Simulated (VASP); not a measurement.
Input of a VASP 6.6.1 run:

The input INCAR:

```
SYSTEM = VH2
PREC     = Accurate       ! precision mode
ENCUT    = 520            ! plane-wave cutoff, eV
EDIFF    = 1E-7           ! SCF threshold, eV
ISMEAR   = -1             ! smearing method
SIGMA    = 0.05           ! smearing width, eV
LREAL    = .FALSE.        ! projectors in reciprocal space
LASPH    = .TRUE.         ! aspherical terms in the spheres
NELM     = 150            ! most SCF steps
ALGO     = Normal         ! electronic algorithm
ISIF     = 2              ! what is computed and relaxed
LWAVE    = .FALSE.        ! write WAVECAR
LCHARG   = .FALSE.        ! write CHGCAR
ISPIN    = 2              ! spin polarisation
MAGMOM   = 1.5 0 0        ! initial moments
LORBIT   = 11             ! projections on sites
LMAXMIX  = 4              ! l up to which the mixer works
GGA      = PS             ! functional
NBANDS   = 18             ! bands
```

File KPOINTS:

```
regular mesh
0
G
  13 13 13
  0 0 0
```

File POSCAR:

```
VH2
1.0
    0.0000000000      2.0822478483      2.0822478483
    2.0822478483      0.0000000000      2.0822478483
    2.0822478483      2.0822478483      0.0000000000
V H
1 2
Direct
    0.0000000000      0.0000000000      0.0000000000
    0.2500000000      0.2500000000      0.2500000000
    0.7500000000      0.7500000000      0.7500000000
```

Potentials or basis: VASP PAW PBE potentials, release 64 (V_sv, H).

Launch:

```bash
$ cat potpaw_PBE.64/V_sv/POTCAR potpaw_PBE.64/H/POTCAR > POTCAR
$ mpirun -np 1 vasp_std > vasp.out
```

(1) What does it give for the net moment?

(2) What does it give for the pressure?

## Answers

(1) 0.00 μB per cell.

(2) 0.1 GPa.

Caveat: the PAW data sets were made with another functional, which shifts forces and pressure a little.
